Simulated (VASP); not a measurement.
Here is a VASP 6.6.1 calculation.

File INCAR:

```
ALGO = Normal ; DIPOL = 0.5 0.5 0.351
EDIFF = 1E-6 ; ENCUT = 520
GGA = PS ; IDIPOL = 3
ISIF = 2 ; ISMEAR = 0
LASPH = T ; LCHARG = T
LDIPOL = T ; LELF = T
LREAL = F ; LVACPOTAV = T
LVHAR = T ; LWAVE = F
NBANDS = 20 ; NELM = 60
PREC = Accurate ; SIGMA = 0.02
```

The input KPOINTS:

```
k-points
0
Gamma
  12 12 1
```

The input POSCAR:

```
MoS2
1.0
    3.1600000000      0.0000000000      0.0000000000
   -1.5800000000      2.7366402760      0.0000000000
    0.0000000000      0.0000000000     30.0600000012
S Mo
2 1
Direct
    0.6666666667      0.3333333333      0.2998446669
    0.6666666667      0.3333333333      0.4030828115
    0.3333333333      0.6666666667      0.3514637392
```

Potentials or basis: VASP PAW PBE potentials, release 64 (S, Mo_sv).

Command:

```sh
$ cat potpaw_PBE.64/S/POTCAR potpaw_PBE.64/Mo_sv/POTCAR > POTCAR
$ mpirun -np 1 vasp_std > vasp.out
```

Predict the band gap on the k mesh.

1.73 eV (least direct gap 1.74 eV).

Forces on the atoms (eV/Å):
```
S    0.000  0.000 -0.002
S    0.000  0.000  0.002
Mo   0.000  0.000  0.000
```

Caveat: the PAW data sets were made with another functional, which shifts forces and pressure a little.
